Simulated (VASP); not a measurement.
# Hf (Im-3m) in VASP: further runs

The runs below take Hf through single point, relaxation of cell and atoms, with PBEsol.

All numbers are computed with VASP 6.6.1; they aren't measurements. Logs are shortened: lines on timing, memory, paths and dates and some standing lists are left out, and cuts for length are marked.

### 1 The cell of the first run

It takes space group Im-3m (No. 229, cubic). The conventional cell has a = 3.417 Å, b = 3.417 Å, c = 3.417 Å, α = 90.00°, β = 90.00°, γ = 90.00°. Within 3.9 Å of Hf (site symmetry m-3m) lie 14 Hf at 2.96 to 3.42 Å.

### 2 Single point, PBEsol

Input file INCAR:

```
SYSTEM = Hf
ALGO     = Normal         ! electronic algorithm
EDIFF    = 1E-6           ! SCF threshold, eV
ENCUT    = 520            ! plane-wave cutoff, eV
GGA      = PS             ! functional
ISIF     = 2              ! what is computed and relaxed
ISMEAR   = 0              ! smearing method
LASPH    = .TRUE.         ! aspherical terms in the spheres
LCHARG   = .FALSE.        ! write CHGCAR
LREAL    = .FALSE.        ! projectors in reciprocal space
LWAVE    = .FALSE.        ! write WAVECAR
NBANDS   = 11             ! bands
NELM     = 60             ! most SCF steps
PREC     = Accurate       ! precision mode
SIGMA    = 0.1            ! smearing width, eV
```

Input file KPOINTS:

```
k-points
0
G
  8 8 8
  0 0 0
```

Input file POSCAR:

```
Hf
1.0
   -1.7084137363      1.7084137363      1.7084137363
    1.7084137363     -1.7084137363      1.7084137363
    1.7084137363      1.7084137363     -1.7084137363
Hf
1
Direct
    0.0000000000      0.0000000000      0.0000000000
```

Potentials or basis: VASP PAW PBE potentials, release 64 (Hf_pv).

Run with:

```
cat potpaw_PBE.64/Hf_pv/POTCAR > POTCAR
mpirun -np 1 vasp_std > vasp.out
```

OUTCAR:

```text
SYSTEM = Hf
   EDIFF = 1E-6
   ENCUT = 520
   GGA = PS
   ISIF = 2
   ISMEAR = 0
   LASPH = .TRUE.
   LREAL = .FALSE.
   NELM = 60
   PREC = Accurate

 ion  position               nearest neighbor table
   1  0.000  0.000  0.000-

  LATTYP: Found a body centered cubic cell.
 ALAT       =     3.4168274726

  Lattice vectors:

 A1 = (  -1.7084137363,   1.7084137363,   1.7084137363)
 A2 = (   1.7084137363,  -1.7084137363,   1.7084137363)
 A3 = (   1.7084137363,   1.7084137363,  -1.7084137363)

Analysis of symmetry for initial positions (statically):
=====================================================================
 Subroutine PRICEL returns:
 Original cell was already a primitive cell.

 Routine SETGRP: Setting up the symmetry group for a
 body centered cubic supercell.

 Subroutine GETGRP returns: Found 48 space group operations
 (whereof 48 operations were pure point group operations)
 out of a pool of 48 trial point group operations.

The static configuration has the point symmetry O_h .

Analysis of symmetry for dynamics (positions and initial velocities):
=====================================================================
 Subroutine PRICEL returns:
 Original cell was already a primitive cell.

 Routine SETGRP: Setting up the symmetry group for a
 body centered cubic supercell.

 Subroutine GETGRP returns: Found 48 space group operations
 (whereof 48 operations were pure point group operations)
 out of a pool of 48 trial point group operations.

The dynamic configuration has the point symmetry O_h .

 Subroutine INISYM returns: Found 48 space group operations
 (whereof 48 operations are pure point group operations),
 and found     1 'primitive' translations

----------------------------------------------------------------------------------------

                                     Primitive cell

  volume of cell :      19.9452

  direct lattice vectors                    reciprocal lattice vectors
    -1.708413736  1.708413736  1.708413736     0.000000000  0.292669152  0.292669152
     1.708413736 -1.708413736  1.708413736     0.292669152  0.000000000  0.292669152
     1.708413736  1.708413736 -1.708413736     0.292669152  0.292669152  0.000000000

  length of vectors
     2.959059392  2.959059392  2.959059392     0.413896684  0.413896684  0.413896684

  position of ions in fractional coordinates (direct lattice)
     0.000000000  0.000000000  0.000000000

  ion indices of the primitive-cell ions
   primitive index   ion index
                 1           1

----------------------------------------------------------------------------------------

 KPOINTS: k-points

Automatic generation of k-mesh.
 Grid dimensions read from file:
 generate k-points for:    8    8    8

 Generating k-lattice:

  Cartesian coordinates                     Fractional coordinates (reciprocal lattice)
     0.000000000  0.036583644  0.036583644     0.125000000  0.000000000  0.000000000
     0.036583644  0.000000000  0.036583644     0.000000000  0.125000000  0.000000000
     0.036583644  0.036583644  0.000000000     0.000000000  0.000000000  0.125000000

  Length of vectors
     0.051737086  0.051737086  0.051737086

  Shift w.r.t. Gamma in fractional coordinates (k-lattice)
     0.000000000  0.000000000  0.000000000

 Subroutine IBZKPT returns following result:
 ===========================================

 Found     29 irreducible k-points:

 Following reciprocal coordinates:
            Coordinates               Weight
  0.000000  0.000000  0.000000      1.000000
  0.125000  0.000000  0.000000     12.000000
  0.250000  0.000000  0.000000     12.000000
  0.375000  0.000000  0.000000     12.000000
  0.500000  0.000000  0.000000      6.000000
  0.125000  0.125000  0.000000     24.000000
[... 16 lines left out ...]
 -0.250000  0.250000  0.250000      6.000000
 -0.375000  0.375000  0.250000     24.000000
 [... further k-points ...]
   k-points           NKPTS =     29   k-points in BZ     NKDIM =     29   number of bands    NBANDS=     11
   number of dos      NEDOS =    301   number of ions     NIONS =      1
   total plane-waves  NPLWV =  13824
   dimension x,y,z NGX =    24 NGY =   24 NGZ =   24
   dimension x,y,z NGXF=    48 NGYF=   48 NGZF=   48
   ions per type =               1
   NGX,Y,Z   is equivalent  to a cutoff of  13.48, 13.48, 13.48 a.u.
   NGXF,Y,Z  is equivalent  to a cutoff of  26.97, 26.97, 26.97 a.u.
 SYSTEM =  Hf
   PREC   = accura    normal or accurate (medium, high low for compatibility)
   ISTART =      0    job   : 0-new  1-cont  2-samecut
   ICHARG =      2    charge: 1-file 2-atom 10-const
   ISPIN  =      1    spin polarized calculation?
   LNONCOLLINEAR =      F non collinear calculations
   LSORBIT =      F    spin-orbit coupling
   LASPH  =      T    aspherical Exc in radial PAW
   ENCUT  =  520.0 eV  38.22 Ry    6.18 a.u.   5.50  5.50  5.50*2*pi/ulx,y,z
   NELM   =     60;   NELMIN=  2; NELMDL= -5     # of ELM steps
   EDIFF  = 0.1E-05   stopping-criterion for ELM
   LREAL  =      F    real-space projection
   EDIFFG = 0.1E-04   stopping-criterion for IOM
   NSW    =      0    number of steps for IOM
   IBRION =     -1    ionic relax: 0-MD 1-quasi-New 2-CG
   NFREE  =      0    steps in history (QN), initial steepest desc. (CG)
   ISIF   =      2    stress and relaxation
   ISYM   =      2    0-nonsym 1-usesym 2-fastsym
   POTIM  = 0.5000    time-step for ionic-motion
   TEBEG  =    0.0;   TEEND  =   0.0 temperature during run
   PSTRESS=    0.0 pullay stress
   NELECT =      10.0000    total number of electrons
   NUPDOWN=      -1.0000    fix difference up-down
   EMIN   =  10.00;   EMAX   =-10.00  energy-range for DOS
   EFERMI =   0.00;   METHOD = LEGACY
   ISMEAR =     0;   SIGMA  =   0.10  broadening in eV -4-tet -1-fermi 0-gaus
   EFERMI_NEDOS =   21; number of points for ismear=-14 and -15
   IALGO  =     38    algorithm
   IMIX   =      4    mixing-type and parameters
     AMIX     =   0.40;   BMIX     =  1.00
     AMIX_MAG =   1.60;   BMIX_MAG =  1.00
  volume/ion in A,a.u.               =      19.95       134.60
  Fermi-wavevector in a.u.,A,eV,Ry     =   1.300554  2.457691 23.013454  1.691441
  Thomas-Fermi vector in A             =   2.431745
   LORBIT       =      0    0 simple, 1 ext, 2 COOP (PROOUT), +10 PAW based schemes
   GGA     = PS    functional components
   LHFCALC =     F    Hartree Fock is set to
   AEXX    =    0.0000 exact exchange contribution
   IVDW    =     0    specifies the selected vdW correction
   LEPSILON=     F    determine dielectric tensor
   LRPA    =     F    only Hartree local field effects (RPA)
 non-spin polarized calculation
 Gauss-broadening in eV      SIGMA  =   0.10
  energy-cutoff  :      520.00
  volume of cell :       19.95
 maximum number of plane-waves:       555
 NGX is ok and might be reduce to    24
   NGX = 11   NGY = 11   NGZ = 11

 number of electron      10.0000002 magnetization

 Free energy of the ion-electron system (eV)
  ---------------------------------------------------
  ext. energy  EPLUGINS =         0.00000000
  ---------------------------------------------------
  free energy    TOTEN  =       -10.31470268 eV

  energy without entropy =      -10.30447263  energy(sigma->0) =      -10.30958765

 E-fermi :   5.1991     XC(G=0): -11.9273

 val. band max:        5.1632811855   @ k =  -0.3750   0.3750   0.1250
 cond. band min:       5.2144507905   @ k =   0.3750   0.2500   0.0000
 fundamental gap:      0.0511696050
 Fermi energy:         5.1991207833

 k-point     1 :       0.0000    0.0000    0.0000
  band No.  band energies     occupation
      1     -24.1280      2.00000
      2     -24.1280      2.00000
      3     -24.1280      2.00000
      4      -2.1892      2.00000
      5       6.7961      0.00000
      6       6.7961      0.00000
      7       6.7961      0.00000
      8       9.9381      0.00000
      9       9.9381      0.00000
     10      19.0945      0.00000
     11      19.0945      0.00000

 k-point     2 :       0.1250    0.0000    0.0000
  band No.  band energies     occupation
      1     -24.3189      2.00000
      2     -24.1857      2.00000
      3     -24.1293      2.00000
      4      -1.5419      2.00000
      5       6.3541      0.00000
      6       6.5609      0.00000
      7       7.4512      0.00000
      8       9.3695      0.00000
      9       9.9357      0.00000
     10      18.8613      0.00000
     11      19.6748      0.00000

 k-point     3 :       0.2500    0.0000    0.0000
  band No.  band energies     occupation
      1     -24.7564      2.00000
      2     -24.3223      2.00000
      3     -24.1327      2.00000
      4       0.0287      2.00000
      5       5.4677      0.00015
      6       5.7406      0.00000
      7       9.3209      0.00000
      8       9.3794      0.00000
      9      10.1024      0.00000
     10      18.8534      0.00000
     11      19.5250      0.00000

 k-point     4 :       0.3750    0.0000    0.0000
  band No.  band energies     occupation
      1     -25.1651      2.00000
      2     -24.4555      2.00000
      3     -24.1362      2.00000
      4       1.2572      2.00000
      5       4.7451      2.00000
      6       5.8844      0.00000
      7       9.8740      0.00000
      8      10.5890      0.00000
      9      12.0262      0.00000
     10      17.3826      0.00000
     11      18.3225      0.00000
[... 239 lines left out ...]
 k-point    22 :       0.2500    0.2500    0.2500
  band No.  band energies     occupation
      1     -24.7353      2.00000
      2     -24.7353      2.00000
      3     -24.7353      2.00000
      4       4.5693      2.00000
      5       4.5693      2.00000
      6       4.5693      2.00000
      7      11.1529      0.00000
      8      11.1529      0.00000
      9      11.9462      0.00000
     10      17.9746      0.00000
     11      17.9746      0.00000

 k-point    23 :      -0.2500    0.2500    0.2500
  band No.  band energies     occupation
      1     -24.7819      2.00000
      2     -24.5338      2.00000
      3     -24.5338      2.00000
      4       1.8794      2.00000
      5       4.8797      1.99999
      6       7.1459      0.00000
      7       7.1459      0.00000
      8       9.2037      0.00000
      9      10.8477      0.00000
     10      18.7888      0.00000
     11      19.0713      0.00000

 k-point    24 :      -0.3750    0.3750    0.2500
  band No.  band energies     occupation
      1     -25.0223      2.00000
      2     -24.6782      2.00000
      3     -24.5721      2.00000
      4       2.8814      2.00000
      5       3.8355      2.00000
      6       7.1566      0.00000
      7       7.7397      0.00000
      8      11.0054      0.00000
      9      11.3932      0.00000
     10      18.7254      0.00000
     11      19.0394      0.00000

 [... further k-points ...]
[... 5 lines left out ...]
  --------------------------------------------------------------------------------------
  -------------------------------------------------------------------------------------
  Total        0.9841865      0.9841865      0.9841865      0.0000000     -0.0000000      0.0000000
  in kB       79.0585509     79.0585509     79.0585509      0.0000000     -0.0000000      0.0000000
  external PRESSURE =      79.0585509 kB  Pullay stress =       0.0000000 kB

 VOLUME and BASIS-vectors are now :
 -----------------------------------------------------------------------------
  energy-cutoff  :      520.00
  volume of cell :       19.95
      direct lattice vectors                 reciprocal lattice vectors
    -1.708413736  1.708413736  1.708413736     0.000000000  0.292669152  0.292669152
     1.708413736 -1.708413736  1.708413736     0.292669152  0.000000000  0.292669152
     1.708413736  1.708413736 -1.708413736     0.292669152  0.292669152  0.000000000

 POSITION                                       TOTAL-FORCE (eV/Angst)
 -----------------------------------------------------------------------------------
      0.00000      0.00000      0.00000        -0.000000     -0.000000     -0.000000
 -----------------------------------------------------------------------------------
    total drift:                                0.000000     -0.000000     -0.000000

  FREE ENERGIE OF THE ION-ELECTRON SYSTEM (eV)
  ---------------------------------------------------
  free  energy   TOTEN  =       -10.3147026775 eV

  energy  without entropy=      -10.3044726309  energy(sigma->0) =      -10.30958765
```

Wall time 2.5 s (1 thread of Intel Xeon 6975P-C (Granite Rapids), shared host); peak memory 0.13 GiB.

What came out:

```
Free energy            : -10.3147 eV
Pressure               : 7.9 GPa
Band gap on the k mesh : zero (band 5 reaches 6.80 eV, above the bottom of band 6 at 4.34 eV)
```

Caveat: the PAW data sets were made with another functional, which shifts forces and pressure a little; spin-orbit coupling is left out, which moves the levels of the heavy elements.

### 3 Single point, PBEsol

This run uses another cell than the first one, of 21.31 Å³/atom, 1.068 times its volume.

Input file INCAR:

```
SYSTEM = Hf
PREC = Accurate
ENCUT = 520
EDIFF = 1E-6
ISMEAR = 0
SIGMA = 0.1
LREAL = .FALSE.
LASPH = .TRUE.
NELM = 80
ALGO = Normal
ISIF = 2
LWAVE = .FALSE.
LCHARG = .TRUE.
GGA = PS
LELF = .TRUE.
LVHAR = .TRUE.
NBANDS = 11
```

Input file KPOINTS:

```
Automatic mesh
0
G
  8 8 8
  0 0 0
```

Input file POSCAR:

```
Hf
1.0
   -1.7464481133      1.7464481133      1.7464481133
    1.7464481133     -1.7464481133      1.7464481133
    1.7464481133      1.7464481133     -1.7464481133
Hf
1
Direct
    0.0000000000      0.0000000000      0.0000000000
```

Potentials or basis: VASP PAW PBE potentials, release 64 (Hf_pv).

Run with:

```
cat potpaw_PBE.64/Hf_pv/POTCAR > POTCAR
mpirun -np 1 vasp_std > vasp.out
```

Run time: 2.7 s. Hardware: 1 thread of Intel Xeon 6975P-C (Granite Rapids), shared host; peak memory 0.13 GiB.

It converged, with:

| Property | Result |
| --- | --- |
| Free energy | -10.3456 eV |
| Pressure | -0.3 GPa |
| Band gap on the k mesh | zero (band 5 reaches 6.29 eV, above the bottom of band 6 at 3.94 eV) |

Levels at points of the mesh, in eV from the Fermi level:
| k point | band 3 | band 4 | band 5 | band 6 | band 7 | band 8 |
| --- | --- | --- | --- | --- | --- | --- |
| (0.00, 0.00, 0.00) | -29.57 | -7.17 | 1.57 | 1.57 | 1.57 | 4.51 |
| (0.50, 0.00, 0.00) | -29.57 | -3.50 | -0.57 | 1.32 | 4.36 | 5.42 |
| (0.50, 0.50, 0.50) | -30.24 | -2.75 | -2.75 | 7.18 | 7.18 | 7.18 |

Caveat: the PAW data sets were made with another functional, which shifts forces and pressure a little; spin-orbit coupling is left out, which moves the levels of the heavy elements.

(Part 1 of 2 ends here.)
